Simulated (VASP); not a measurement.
Set up this calculation in VASP 6.6.1, as the native input.

- Task: single point
- Functional: LDA
- Potentials or basis: VASP PAW LDA potentials, release 64 (Cs_sv, Pb_d, Cl)
- Cutoff: 520 eV
- k mesh: 6 × 6 × 6
- Occupations: gaussian, width 0.05 eV
- Spin: no spin polarisation
- Dipole correction: no
- Further INCAR settings: ALGO = Normal; EDIFF = 1e-07; NBANDS = 30

The structure of CsPbCl3 lies in POSCAR:

```
CsPbCl3
1.0
    5.7356751395      0.0000000000      0.0000000000
    0.0000000000      5.7356751395      0.0000000000
    0.0000000000      0.0000000000      5.7356751395
Cs Pb Cl
1 1 3
Direct
    0.0000000000      0.0000000000      0.0000000000
    0.5000000000      0.5000000000      0.5000000000
    0.0000000000      0.5000000000      0.5000000000
    0.5000000000      0.5000000000      0.0000000000
    0.5000000000      0.0000000000      0.5000000000
```

The input as run:

INCAR

```
PREC = Accurate
ENCUT = 520
EDIFF = 1E-7
ISMEAR = 0
SIGMA = 0.05
LREAL = False
LASPH = True
NELM = 80
ALGO = Normal
ISIF = 2
LWAVE = False
LCHARG = False
NBANDS = 30
```

KPOINTS

```
regular mesh
0
Gamma
  6 6 6
```

Potentials or basis: VASP PAW LDA potentials, release 64 (Cs_sv, Pb_d, Cl).

Run with:

```sh
$ cat potpaw_LDA.64/Cs_sv/POTCAR potpaw_LDA.64/Pb_d/POTCAR potpaw_LDA.64/Cl/POTCAR > POTCAR
$ mpirun -np 1 vasp_std > vasp.out
```

Results of the run:

* Pressure: -2.6 GPa
* Band gap on the k mesh: 1.99 eV

Caveat: spin-orbit coupling is left out, which moves the levels of the heavy elements.

Wall time 3.4 min on 1 thread of Intel Xeon 8259CL, with other jobs on the host, peak memory 0.32 GiB.
